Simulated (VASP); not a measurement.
# Co (P6_3/mmc) in VASP: relaxation of shape and atoms at fixed volume with PBEsol

Aim: the relaxation of shape and atoms at fixed volume of Co with PBEsol.

Program: VASP 6.6.1. These are calculated values, not measurements. Logs are shortened: lines on timing, memory, paths and dates and some standing lists are left out, and cuts for length are marked.

**1. The cell of the first run**

Symmetry: P6_3/mmc, No. 194, hexagonal system. Conventional cell: a = 2.481 Å, b = 2.481 Å, c = 4.009 Å, α = 90.00°, β = 90.00°, γ = 120.00°. Within 3.3 Å of Co (site symmetry -6m2) lie 12 Co at 2.46 to 2.48 Å.

**2. Relaxation of shape and atoms at fixed volume, PBEsol, collinear spin, ferromagnetic start (10.68 Å³/atom)**

Input file INCAR:

```
SYSTEM = Co
PREC = Accurate
ENCUT = 600
EDIFF = 1E-6
ISMEAR = 0
SIGMA = 0.1
LREAL = .False.
LASPH = .True.
NELM = 150
ALGO = Normal
ISIF = 4
LWAVE = .False.
LCHARG = .False.
ISPIN = 2
MAGMOM = 1.8 1.8
LORBIT = 11
LMAXMIX = 4
GGA = PS
IBRION = 2
NSW = 50
EDIFFG = -0.01
```

Input file KPOINTS:

```
regular mesh
0
Gamma
  18 18 10
  0 0 0
```

Input file POSCAR:

```
Co
1.0
    2.4807374555      0.0000000000      0.0000000000
   -1.2403687277      2.1483816566      0.0000000000
    0.0000000000      0.0000000000      4.0087139104
Co
2
Direct
    0.3333333333      0.6666666667      0.2500000000
    0.6666666667      0.3333333333      0.7500000000
```

Potentials or basis: VASP PAW PBE potentials, release 64 (Co).

The run is started by

```
$ cat potpaw_PBE.64/Co/POTCAR > POTCAR
$ mpirun -np 1 vasp_std > vasp.out
```

OUTCAR:

```text
SYSTEM = Co
   PREC = Accurate
   ENCUT = 600
   EDIFF = 1E-6
   ISMEAR = 0
   LREAL = .False.
   LASPH = .True.
   NELM = 150
   ISIF = 4
   ISPIN = 2
   LORBIT = 11
   GGA = PS
   IBRION = 2
   NSW = 50
   EDIFFG = -0.01

 ion  position               nearest neighbor table
   1  0.333  0.667  0.250-   2 2.46   2 2.46   2 2.46   2 2.46   2 2.46   2 2.46
   2  0.667  0.333  0.750-   1 2.46   1 2.46   1 2.46   1 2.46   1 2.46   1 2.46

  LATTYP: Found a hexagonal cell.
 ALAT       =     2.4807374555
 C/A-ratio  =     1.6159363828

  Lattice vectors:

 A1 = (   2.4807374555,   0.0000000000,   0.0000000000)
 A2 = (  -1.2403687277,   2.1483816566,   0.0000000000)
 A3 = (   0.0000000000,   0.0000000000,   4.0087139104)

Analysis of symmetry for initial positions (statically):
=====================================================================
 Subroutine PRICEL returns:
 Original cell was already a primitive cell.

 Routine SETGRP: Setting up the symmetry group for a
 hexagonal supercell.

 Subroutine GETGRP returns: Found 24 space group operations
 (whereof 12 operations were pure point group operations)
 out of a pool of 24 trial point group operations.

The static configuration has the point symmetry D_3d.
 The point group associated with its full space group is D_6h.

Analysis of symmetry for dynamics (positions and initial velocities):
=====================================================================
 Subroutine PRICEL returns:
 Original cell was already a primitive cell.

 Routine SETGRP: Setting up the symmetry group for a
 hexagonal supercell.

 Subroutine GETGRP returns: Found 24 space group operations
 (whereof 12 operations were pure point group operations)
 out of a pool of 24 trial point group operations.

The dynamic configuration has the point symmetry D_3d.
 The point group associated with its full space group is D_6h.

Analysis of structural, dynamic, and magnetic symmetry:
=====================================================================
 Subroutine PRICEL returns:
 Original cell was already a primitive cell.

 Routine SETGRP: Setting up the symmetry group for a
 hexagonal supercell.

 Subroutine GETGRP returns: Found 24 space group operations
 (whereof 12 operations were pure point group operations)
 out of a pool of 24 trial point group operations.

The overall configuration has the point symmetry D_3d.
 The point group associated with its full space group is D_6h.

 Subroutine INISYM returns: Found 24 space group operations
 (whereof 12 operations are pure point group operations),
 and found     1 'primitive' translations

----------------------------------------------------------------------------------------

                                     Primitive cell

  volume of cell :      21.3647

  direct lattice vectors                    reciprocal lattice vectors
     2.480737455  0.000000000  0.000000000     0.403105938  0.232733322  0.000000000
    -1.240368728  2.148381657  0.000000000     0.000000000  0.465466644  0.000000000
     0.000000000  0.000000000  4.008713910     0.000000000  0.000000000  0.249456564

  length of vectors
     2.480737455  2.480737455  4.008713910     0.465466644  0.465466644  0.249456564

  position of ions in fractional coordinates (direct lattice)
     0.333333333  0.666666667  0.250000000
     0.666666667  0.333333333  0.750000000

  ion indices of the primitive-cell ions
   primitive index   ion index
                 1           1
                 2           2

----------------------------------------------------------------------------------------

 KPOINTS: regular mesh

Automatic generation of k-mesh.
 Grid dimensions read from file:
 generate k-points for:   18   18   10

 Generating k-lattice:

  Cartesian coordinates                     Fractional coordinates (reciprocal lattice)
     0.022394774  0.012929629  0.000000000     0.055555556  0.000000000  0.000000000
     0.000000000  0.025859258  0.000000000     0.000000000  0.055555556  0.000000000
     0.000000000  0.000000000  0.024945656     0.000000000  0.000000000  0.100000000

  Length of vectors
     0.025859258  0.025859258  0.024945656

  Shift w.r.t. Gamma in fractional coordinates (k-lattice)
     0.000000000  0.000000000  0.000000000

[... 43 lines left out ...]
   ICHARG =      2    charge: 1-file 2-atom 10-const
   ISPIN  =      2    spin polarized calculation?
   LNONCOLLINEAR =      F non collinear calculations
   LSORBIT =      F    spin-orbit coupling
   LASPH  =      T    aspherical Exc in radial PAW
   ENCUT  =  600.0 eV  44.10 Ry    6.64 a.u.   4.95  4.95  8.01*2*pi/ulx,y,z
   NELM   =    150;   NELMIN=  2; NELMDL= -5     # of ELM steps
   EDIFF  = 0.1E-05   stopping-criterion for ELM
   LREAL  =      F    real-space projection
   EDIFFG = -.1E-01   stopping-criterion for IOM
   NSW    =     50    number of steps for IOM
   IBRION =      2    ionic relax: 0-MD 1-quasi-New 2-CG
   NFREE  =      1    steps in history (QN), initial steepest desc. (CG)
   ISIF   =      4    stress and relaxation
   ISYM   =      2    0-nonsym 1-usesym 2-fastsym
   POTIM  = 0.5000    time-step for ionic-motion
   TEBEG  =    0.0;   TEEND  =   0.0 temperature during run
   PSTRESS=    0.0 pullay stress
   NELECT =      18.0000    total number of electrons
   NUPDOWN=      -1.0000    fix difference up-down
   EMIN   =  10.00;   EMAX   =-10.00  energy-range for DOS
   EFERMI =   0.00;   METHOD = LEGACY
   ISMEAR =     0;   SIGMA  =   0.10  broadening in eV -4-tet -1-fermi 0-gaus
   EFERMI_NEDOS =   21; number of points for ismear=-14 and -15
   IALGO  =     38    algorithm
   IMIX   =      4    mixing-type and parameters
     AMIX     =   0.40;   BMIX     =  1.00
     AMIX_MAG =   1.60;   BMIX_MAG =  1.00
  volume/ion in A,a.u.               =      10.68        72.09
  Fermi-wavevector in a.u.,A,eV,Ry     =   1.546203  2.921900 32.528051  2.390744
  Thomas-Fermi vector in A             =   2.651473
   LORBIT       =     11    0 simple, 1 ext, 2 COOP (PROOUT), +10 PAW based schemes
   GGA     = PS    functional components
   LHFCALC =     F    Hartree Fock is set to
   AEXX    =    0.0000 exact exchange contribution
   IVDW    =     0    specifies the selected vdW correction
   LEPSILON=     F    determine dielectric tensor
   LRPA    =     F    only Hartree local field effects (RPA)
 conjugate gradient relaxation of ions
 spin polarized calculation
 Gauss-broadening in eV      SIGMA  =   0.10
  energy-cutoff  :      600.00
  volume of cell :       21.36
 maximum number of plane-waves:       744
 NGX is ok and might be reduce to    20
   NGX =  9   NGY =  9   NGZ = 17

 number of electron      17.9999995 magnetization       3.1698281

 Free energy of the ion-electron system (eV)
  ---------------------------------------------------
  ext. energy  EPLUGINS =         0.00000000
  ---------------------------------------------------
  free energy    TOTEN  =       -15.46119289 eV

  energy without entropy =      -15.45269019  energy(sigma->0) =      -15.45694154

 E-fermi :  10.2871     XC(G=0): -13.6707

 val. band max:       10.2826963800   @ k =   0.1111   0.0556   0.2000
 cond. band min:      10.2894760479   @ k =   0.2222   0.1667   0.4000
 fundamental gap:      0.0067796680
 Fermi energy:        10.2870666789

 spin component 1

 k-point     1 :       0.0000    0.0000    0.0000
  band No.  band energies     occupation
      1       1.2300      1.00000
      2       5.0772      1.00000
      3       7.6840      1.00000
      4       7.7024      1.00000
      5       7.7024      1.00000
      6       8.0256      1.00000
      7       8.0256      1.00000
      8       8.3818      1.00000
      9       8.3818      1.00000
     10       9.5187      1.00000
     11       9.5187      1.00000
     12      10.1572      0.96683
     13      16.7783      0.00000
     14      32.3347      0.00000
[... 403 lines left out ...]
      4       7.3241      1.00000
      5       7.4761      1.00000
      6       7.7732      1.00000
      7       8.1126      1.00000
      8       9.4970      1.00000
      9       9.6668      1.00000
     10       9.6855      1.00000
     11      11.4114      0.00000
     12      14.9309      0.00000
     13      19.7558      0.00000
     14      20.5579      0.00000
     15      22.8171      0.00000

 [... further k-points ...]

 spin component 2

 k-point     1 :       0.0000    0.0000    0.0000
  band No.  band energies     occupation
      1       1.2857      1.00000
      2       6.0172      1.00000
      3       9.2771      1.00000
      4       9.2969      1.00000
      5       9.2969      1.00000
      6       9.6728      1.00000
      7       9.6728      1.00000
      8      10.1019      0.99559
      9      10.1019      0.99559
     10      10.1680      0.95391
     11      11.3532      0.00000
     12      11.3532      0.00000
     13      17.7932      0.00000
     14      32.1563      0.00000
[... 403 lines left out ...]
      4       8.1511      1.00000
      5       9.0325      1.00000
      6       9.2496      1.00000
      7       9.6510      1.00000
      8      11.2858      0.00000
      9      11.4873      0.00000
     10      11.5457      0.00000
     11      12.7406      0.00000
     12      15.7841      0.00000
     13      20.3036      0.00000
     14      21.0243      0.00000
     15      23.1695      0.00000

 [... further k-points ...]

------------------------ aborting loop because EDIFF is reached ----------------------------------------

  FORCE on cell =-STRESS in cart. coord.  units (eV):
  Direction    XX          YY          ZZ          XY          YZ          ZX
  --------------------------------------------------------------------------------------
  -------------------------------------------------------------------------------------
  Total       -1.0269881     -1.0269881     -1.0143349     -0.0000000      0.0000000     -0.0000000
  in kB      -77.0155987    -77.0155987    -76.0667117     -0.0000000      0.0000000     -0.0000000
  external PRESSURE =     -76.6993031 kB  Pullay stress =       0.0000000 kB

 VOLUME and BASIS-vectors are now :
 -----------------------------------------------------------------------------
  energy-cutoff  :      600.00
  volume of cell :       21.36
      direct lattice vectors                 reciprocal lattice vectors
     2.480737455  0.000000000  0.000000000     0.403105938  0.232733322  0.000000000
    -1.240368728  2.148381657  0.000000000     0.000000000  0.465466644  0.000000000
     0.000000000  0.000000000  4.008713910     0.000000000  0.000000000  0.249456564

 POSITION                                       TOTAL-FORCE (eV/Angst)
 -----------------------------------------------------------------------------------
     -0.00000      1.43225      1.00218        -0.000000      0.000000      0.000000
      1.24037      0.71613      3.00654         0.000000      0.000000      0.000000
 -----------------------------------------------------------------------------------
    total drift:                                0.000000      0.000000     -0.000000

  FREE ENERGIE OF THE ION-ELECTRON SYSTEM (eV)
  ---------------------------------------------------
  free  energy   TOTEN  =       -15.4611928876 eV

  energy  without entropy=      -15.4526901871  energy(sigma->0) =      -15.45694154

 reached required accuracy - stopping structural energy minimisation

 total charge

# of ion       s       p       d       tot
------------------------------------------
    1        0.495   0.538   7.269   8.302
    2        0.495   0.538   7.269   8.302
--------------------------------------------------
tot          0.990   1.076  14.537  16.603

 magnetization (x)

# of ion       s       p       d       tot
------------------------------------------
    1       -0.015  -0.053   1.666   1.598
    2       -0.015  -0.053   1.666   1.598
--------------------------------------------------
tot         -0.030  -0.105   3.332   3.197
```

It took 2 min on 1 thread of Intel Xeon 8259CL, shared host; peak memory 0.25 GiB.

What came out:

* Free energy: -15.4612 eV
* Pressure after relaxing: -7.7 GPa
* Net moment: 3.17 μB per cell
* Site moments: Co +1.60 μB
* Valence electrons inside the program's atomic spheres: Co 8.30

Final structure:
```
CELL_PARAMETERS angstrom
2.48074 0.00000 0.00000
-1.24037 2.14838 0.00000
0.00000 0.00000 4.00871
ATOMIC_POSITIONS crystal
Co 0.33333 0.66667 0.25000
Co 0.66667 0.33333 0.75000
```

Caveat: the PAW data sets were made with another functional, which shifts forces and pressure a little.
